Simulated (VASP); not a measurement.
# Ti (P6_3/mmc) in VASP: notebook

The runs below take Ti through relaxation of cell and atoms, relaxation of shape and atoms at fixed volume, single point, with PBE.

Everything below comes from runs of VASP 6.6.1. Logs are shortened: lines on timing, memory, paths and dates and some standing lists are left out, and cuts for length are marked.

### Step 1. The cell of the first run

It takes space group P6_3/mmc (No. 194, hexagonal). Conventional cell: a = 2.950 Å, b = 2.950 Å, c = 4.680 Å, α = 90.00°, β = 90.00°, γ = 120.00°. Within 3.8 Å of Ti (site symmetry -6m2) lie 12 Ti at 2.89 to 2.95 Å.

### Step 2. Relaxation of cell and atoms, PBE

INCAR reads:

```
SYSTEM = Ti
PREC     = Accurate       ! precision mode
ENCUT    = 600            ! plane-wave cutoff, eV
EDIFF    = 1E-6           ! SCF threshold, eV
ISMEAR   = 0              ! smearing method
SIGMA    = 0.1            ! smearing width, eV
LREAL    = .FALSE.        ! projectors in reciprocal space
LASPH    = .TRUE.         ! aspherical terms in the spheres
NELM     = 100            ! most SCF steps
ALGO     = Fast           ! electronic algorithm
ISIF     = 3              ! what is computed and relaxed
LWAVE    = .FALSE.        ! write WAVECAR
LCHARG   = .FALSE.        ! write CHGCAR
GGA      = PE             ! functional
IBRION   = 2              ! ionic algorithm
NSW      = 100            ! ionic steps
EDIFFG   = -0.005         ! ionic threshold
```

KPOINTS reads:

```
regular mesh
0
G
  18 18 10
  0 0 0
```

POSCAR reads:

```
Ti
1.0
    2.9500000000      0.0000000000      0.0000000000
   -1.4750000000      2.5547749412      0.0000000000
    0.0000000000      0.0000000000      4.6800000000
Ti
2
Direct
    0.3333333333      0.6666666667      0.2500000000
    0.6666666667      0.3333333333      0.7500000000
```

Potentials or basis: VASP PAW PBE potentials, release 64 (Ti_sv).

Command:

```console
cat potpaw_PBE.64/Ti_sv/POTCAR > POTCAR
mpirun -np 1 vasp_std > vasp.out
```

OUTCAR:

```text
SYSTEM = Ti
   PREC = Accurate
   ENCUT = 600
   EDIFF = 1E-6
   ISMEAR = 0
   LREAL = .FALSE.
   LASPH = .TRUE.
   NELM = 100
   ISIF = 3
   GGA = PE
   IBRION = 2
   NSW = 100
   EDIFFG = -0.005

 ion  position               nearest neighbor table
   1  0.333  0.667  0.250-   2 2.89   2 2.89   2 2.89   2 2.89   2 2.89   2 2.89
   2  0.667  0.333  0.750-   1 2.89   1 2.89   1 2.89   1 2.89   1 2.89   1 2.89

  LATTYP: Found a hexagonal cell.
 ALAT       =     2.9500000000
 C/A-ratio  =     1.5864406780

  Lattice vectors:

 A1 = (   2.9500000000,   0.0000000000,   0.0000000000)
 A2 = (  -1.4750000000,   2.5547749412,   0.0000000000)
 A3 = (   0.0000000000,   0.0000000000,   4.6800000000)

Analysis of symmetry for initial positions (statically):
=====================================================================
 Subroutine PRICEL returns:
 Original cell was already a primitive cell.

 Routine SETGRP: Setting up the symmetry group for a
 hexagonal supercell.

 Subroutine GETGRP returns: Found 24 space group operations
 (whereof 12 operations were pure point group operations)
 out of a pool of 24 trial point group operations.

The static configuration has the point symmetry D_3d.
 The point group associated with its full space group is D_6h.

Analysis of symmetry for dynamics (positions and initial velocities):
=====================================================================
 Subroutine PRICEL returns:
 Original cell was already a primitive cell.

 Routine SETGRP: Setting up the symmetry group for a
 hexagonal supercell.

 Subroutine GETGRP returns: Found 24 space group operations
 (whereof 12 operations were pure point group operations)
 out of a pool of 24 trial point group operations.

The dynamic configuration has the point symmetry D_3d.
 The point group associated with its full space group is D_6h.

 Subroutine INISYM returns: Found 24 space group operations
 (whereof 12 operations are pure point group operations),
 and found     1 'primitive' translations

----------------------------------------------------------------------------------------

                                     Primitive cell

  volume of cell :      35.2712

  direct lattice vectors                    reciprocal lattice vectors
     2.950000000  0.000000000  0.000000000     0.338983051  0.195711956  0.000000000
    -1.475000000  2.554774941  0.000000000     0.000000000  0.391423911  0.000000000
     0.000000000  0.000000000  4.680000000     0.000000000  0.000000000  0.213675214

  length of vectors
     2.950000000  2.950000000  4.680000000     0.391423911  0.391423911  0.213675214

  position of ions in fractional coordinates (direct lattice)
     0.333333333  0.666666667  0.250000000
     0.666666667  0.333333333  0.750000000

  ion indices of the primitive-cell ions
   primitive index   ion index
                 1           1
                 2           2

----------------------------------------------------------------------------------------

 KPOINTS: regular mesh

Automatic generation of k-mesh.
 Grid dimensions read from file:
 generate k-points for:   18   18   10

 Generating k-lattice:

  Cartesian coordinates                     Fractional coordinates (reciprocal lattice)
     0.018832392  0.010872886  0.000000000     0.055555556 -0.000000000  0.000000000
     0.000000000  0.021745773  0.000000000     0.000000000  0.055555556  0.000000000
     0.000000000  0.000000000  0.021367521     0.000000000  0.000000000  0.100000000

  Length of vectors
     0.021745773  0.021745773  0.021367521

  Shift w.r.t. Gamma in fractional coordinates (k-lattice)
     0.000000000  0.000000000  0.000000000

 Subroutine IBZKPT returns following result:
 ===========================================

 Found    222 irreducible k-points:

 Following reciprocal coordinates:
            Coordinates               Weight
  0.000000  0.000000  0.000000      1.000000
  0.055556  0.000000  0.000000      6.000000
  0.111111  0.000000  0.000000      6.000000
  0.166667  0.000000  0.000000      6.000000
  0.222222  0.000000  0.000000      6.000000
  0.277778  0.000000  0.000000      6.000000
[... 16 lines left out ...]
  0.333333  0.111111  0.000000     12.000000
  0.388889  0.111111  0.000000     12.000000
 [... further k-points ...]
   k-points           NKPTS =    222   k-points in BZ     NKDIM =    222   number of bands    NBANDS=     16
   number of dos      NEDOS =    301   number of ions     NIONS =      2
   total plane-waves  NPLWV =  23040
   dimension x,y,z NGX =    24 NGY =   24 NGZ =   40
   dimension x,y,z NGXF=    48 NGYF=   48 NGZF=   80
   ions per type =               2
   NGX,Y,Z   is equivalent  to a cutoff of  13.53, 13.53, 14.21 a.u.
   NGXF,Y,Z  is equivalent  to a cutoff of  27.05, 27.05, 28.42 a.u.
 SYSTEM =  Ti
   PREC   = accura    normal or accurate (medium, high low for compatibility)
   ISTART =      0    job   : 0-new  1-cont  2-samecut
   ICHARG =      2    charge: 1-file 2-atom 10-const
   ISPIN  =      1    spin polarized calculation?
   LNONCOLLINEAR =      F non collinear calculations
   LSORBIT =      F    spin-orbit coupling
   LASPH  =      T    aspherical Exc in radial PAW
   ENCUT  =  600.0 eV  44.10 Ry    6.64 a.u.   5.89  5.89  9.35*2*pi/ulx,y,z
   NELM   =    100;   NELMIN=  2; NELMDL= -5     # of ELM steps
   EDIFF  = 0.1E-05   stopping-criterion for ELM
   LREAL  =      F    real-space projection
   EDIFFG = -.5E-02   stopping-criterion for IOM
   NSW    =    100    number of steps for IOM
   IBRION =      2    ionic relax: 0-MD 1-quasi-New 2-CG
   NFREE  =      1    steps in history (QN), initial steepest desc. (CG)
   ISIF   =      3    stress and relaxation
   ISYM   =      2    0-nonsym 1-usesym 2-fastsym
   POTIM  = 0.5000    time-step for ionic-motion
   TEBEG  =    0.0;   TEEND  =   0.0 temperature during run
   PSTRESS=    0.0 pullay stress
   NELECT =      24.0000    total number of electrons
   NUPDOWN=      -1.0000    fix difference up-down
   EMIN   =  10.00;   EMAX   =-10.00  energy-range for DOS
   EFERMI =   0.00;   METHOD = LEGACY
   ISMEAR =     0;   SIGMA  =   0.10  broadening in eV -4-tet -1-fermi 0-gaus
   EFERMI_NEDOS =   21; number of points for ismear=-14 and -15
   IALGO  =     68    algorithm
   IMIX   =      4    mixing-type and parameters
     AMIX     =   0.40;   BMIX     =  1.00
     AMIX_MAG =   1.60;   BMIX_MAG =  1.00
  volume/ion in A,a.u.               =      17.64       119.01
  Fermi-wavevector in a.u.,A,eV,Ry     =   1.439920  2.721055 28.209912  2.073370
  Thomas-Fermi vector in A             =   2.558722
   LORBIT       =      0    0 simple, 1 ext, 2 COOP (PROOUT), +10 PAW based schemes
   GGA     = PE    functional components
   LHFCALC =     F    Hartree Fock is set to
   AEXX    =    0.0000 exact exchange contribution
   IVDW    =     0    specifies the selected vdW correction
   LEPSILON=     F    determine dielectric tensor
   LRPA    =     F    only Hartree local field effects (RPA)
 conjugate gradient relaxation of ions
 non-spin polarized calculation
 RMM-DIIS sequential band-by-band and
 Gauss-broadening in eV      SIGMA  =   0.10
  energy-cutoff  :      600.00
  volume of cell :       35.27
 maximum number of plane-waves:      1194
 NGX is ok and might be reduce to    24
   NGX = 11   NGY = 11   NGZ = 19

--------------------------------------- Ionic step        1  -------------------------------------------

 number of electron      23.9999997 magnetization

 Free energy of the ion-electron system (eV)
  ---------------------------------------------------
  ext. energy  EPLUGINS =         0.00000000
  ---------------------------------------------------
  free energy    TOTEN  =       -15.67368898 eV

  energy without entropy =      -15.66405917  energy(sigma->0) =      -15.66887407

------------------------ aborting loop because EDIFF is reached ----------------------------------------

  FORCE on cell =-STRESS in cart. coord.  units (eV):
  Direction    XX          YY          ZZ          XY          YZ          ZX
  --------------------------------------------------------------------------------------
  -------------------------------------------------------------------------------------
  Total       -0.3659185     -0.3659185     -0.4443767     -0.0000000      0.0000000      0.0000000
  in kB      -16.6216628    -16.6216628    -20.1855839     -0.0000000      0.0000000      0.0000000
  external PRESSURE =     -17.8096365 kB  Pullay stress =       0.0000000 kB
[... 165 lines left out ...]
  energy  without entropy=      -15.6676344252  energy(sigma->0) =      -15.67232851

--------------------------------------- Ionic step        6  -------------------------------------------

 number of electron      23.9999993 magnetization

 Free energy of the ion-electron system (eV)
  ---------------------------------------------------
  ext. energy  EPLUGINS =         0.00000000
  ---------------------------------------------------
  free energy    TOTEN  =       -15.67702628 eV

  energy without entropy =      -15.66763841  energy(sigma->0) =      -15.67233235

 E-fermi :   8.3604     XC(G=0): -11.5035

 val. band max:        8.3495908255   @ k =   0.3333   0.1667   0.4000
 cond. band min:       8.3768006111   @ k =   0.0556   0.0000   0.5000
 fundamental gap:      0.0272097855
 Fermi energy:         8.3604333649

 k-point     1 :       0.0000    0.0000    0.0000
  band No.  band energies     occupation
      1     -48.5097      2.00000
      2     -48.3716      2.00000
      3     -25.1010      2.00000
      4     -24.4543      2.00000
      5     -24.4543      2.00000
      6     -24.3884      2.00000
[... 8 lines left out ...]
     15       9.6244      0.00000
     16       9.6244      0.00000
[... 420 lines left out ...]
  band No.  band energies     occupation
      1     -48.3920      2.00000
      2     -48.3468      2.00000
      3     -24.8970      2.00000
      4     -24.7947      2.00000
      5     -24.7785      2.00000
      6     -24.6202      2.00000
[... 8 lines left out ...]
     15       9.5219      0.00000
     16      11.4608      0.00000

 [... further k-points ...]

------------------------ aborting loop because EDIFF is reached ----------------------------------------

  FORCE on cell =-STRESS in cart. coord.  units (eV):
  Direction    XX          YY          ZZ          XY          YZ          ZX
  --------------------------------------------------------------------------------------
  -------------------------------------------------------------------------------------
  Total        0.0016766      0.0016766      0.0072917      0.0000000      0.0000000      0.0000000
  in kB        0.0774306      0.0774306      0.3367565      0.0000000      0.0000000      0.0000000
  external PRESSURE =       0.1638725 kB  Pullay stress =       0.0000000 kB
[... 17 lines left out ...]
  FREE ENERGIE OF THE ION-ELECTRON SYSTEM (eV)
  ---------------------------------------------------
  free  energy   TOTEN  =       -15.6770262810 eV

  energy  without entropy=      -15.6676384144  energy(sigma->0) =      -15.67233235

 reached required accuracy - stopping structural energy minimisation
```

It took 14 min on 1 thread of AMD EPYC 7R13, shared host; peak memory 0.28 GiB.

Results:

```
Free energy                           : -15.6770 eV
Relaxed volume                        : 17.35 Å³/atom
Relaxed cell                          : a = 2.937 Å, b = 2.937 Å, c = 4.645 Å, α = 90.00°, β = 90.00°, γ = 120.00°
Space group after relaxing (to 0.1 Å) : P6_3/mmc (No. 194)
Energy gained by relaxing             : 1.7 meV/atom
Ionic steps                           : 6
Pressure after relaxing               : 0.0 GPa
Band gap on the k mesh                : zero (bands 12 and 13 overlap by 1.10 eV)
```

The path:
```
step  energy change (eV)  largest force (eV/Å)  pressure (GPa)  volume (Å³)
   1              0.0000                0.0000           -1.78        35.27
   2             -0.0016                0.0000            1.18        34.28
   3             -0.0033                0.0000           -0.01        34.70
   4             -0.0033                0.0000            0.02        34.69
   5             -0.0033                0.0000            0.02        34.69
   6             -0.0033                0.0000            0.02        34.69
```

Final structure:
```xyz
2
Lattice="2.9366 0.0000 0.0000 -1.4683 2.5431 0.0000 0.0000 0.0000 4.6453" Properties=species:S:1:pos:R:3 pbc="T T T"
Ti    0.0000    1.6954    1.1613
Ti    1.4683    0.8477    3.4840
```

### Step 3. Relaxation of shape and atoms at fixed volume, PBE (17.91 Å³/atom)

This run uses another cell than the first one, of 17.91 Å³/atom.

INCAR reads:

```
PREC = Accurate ; ENCUT = 600
EDIFF = 1E-6 ; ISMEAR = 0
SIGMA = 0.1 ; LREAL = F
LASPH = T ; NELM = 80
ALGO = Fast ; ISIF = 4
LWAVE = F ; LCHARG = F
GGA = PE ; IBRION = 2
NSW = 50 ; EDIFFG = -0.01
```

KPOINTS reads:

```
Automatic mesh
0
Gamma
  18 18 10
```

POSCAR reads:

```
Ti
1.0
    2.9676788711      0.0000000000      0.0000000000
   -1.4838394356      2.5700852926      0.0000000000
    0.0000000000      0.0000000000      4.6964740091
Ti
2
Direct
    0.3333333333      0.6666666667      0.2500000000
    0.6666666667      0.3333333333      0.7500000000
```

Potentials or basis: VASP PAW PBE potentials, release 64 (Ti_sv).

Command:

```console
cat potpaw_PBE.64/Ti_sv/POTCAR > POTCAR
mpirun -np 1 vasp_std > vasp.out
```

It took 4.2 min on 1 thread of AMD EPYC 7R13, shared host; peak memory 0.26 GiB.

It converged, with:

```
Free energy             : -15.6651 eV
Pressure after relaxing : -3.6 GPa
Band gap on the k mesh  : zero (bands 12 and 13 overlap by 1.08 eV)
```

Stress tensor (GPa, compression positive):
```
-3.55  0.00  0.00
 0.00 -3.55  0.00
 0.00  0.00 -3.66
```

Final structure:
```xyz
2
Lattice="2.9677 0.0000 0.0000 -1.4838 2.5701 0.0000 0.0000 0.0000 4.6965" Properties=species:S:1:pos:R:3 pbc="T T T"
Ti    0.0000    1.7134    1.1741
Ti    1.4838    0.8567    3.5224
```

Levels at points of the mesh, in eV from the Fermi level:
```csv
k point,band 9,band 10,band 11,band 12,band 13,band 14,band 15,band 16
"(0.00, 0.00, 0.00)",-6.14,-2.62,0.69,0.75,0.75,0.85,1.22,1.22
"(0.50, 0.00, 0.00)",-2.32,-2.08,-1.78,-0.67,0.46,0.59,1.12,3.20
"(0.00, 0.00, 0.50)",-4.32,-4.32,0.08,0.08,0.65,0.65,0.65,0.65
"(0.50, 0.00, 0.50)",-2.47,-2.47,-0.79,-0.79,1.24,1.24,1.66,1.66
```

[end of part 1 of 2]

The gap in the log of VASP goes by the Fermi energy; the results here count the filled bands.